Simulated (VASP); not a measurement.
Here is a VASP 6.6.1 calculation.

File INCAR:

```
  PREC = Accurate
  ENCUT = 520
  EDIFF = 1E-6
  ISMEAR = 0
  SIGMA = 0.05
  LREAL = False
  LASPH = True
  NELM = 60
  ALGO = Normal
  ISIF = 2
  LWAVE = False
  LCHARG = True
  GGA = PE
  LELF = True
  LVHAR = True
  NBANDS = 12
```

The input KPOINTS:

```
regular mesh
0
Gamma
  8 8 8
```

The input POSCAR:

```
LiCl
1.0
    0.0000000000      2.6288790000      2.5006410000
    2.6288790000      0.0000000000      2.5006410000
    2.6288790000      2.6288790000      0.0000000000
Li Cl
1 1
Direct
    0.0000000000      0.0000000000      0.0000000000
    0.5000000000      0.5000000000      0.5000000000
```

Potentials or basis: VASP PAW PBE potentials, release 64 (Li_sv, Cl).

Run with:

```bash
$ cat potpaw_PBE.64/Li_sv/POTCAR potpaw_PBE.64/Cl/POTCAR > POTCAR
$ mpirun -np 1 vasp_std > vasp.out
```

Problem. What does it give for the band gap on the k mesh?

Solution. 6.16 eV, direct.

Caveat: the cell differs from its parent crystal (strain +0.025 along x and y, -0.025 along z). A k mesh can miss the band edges.
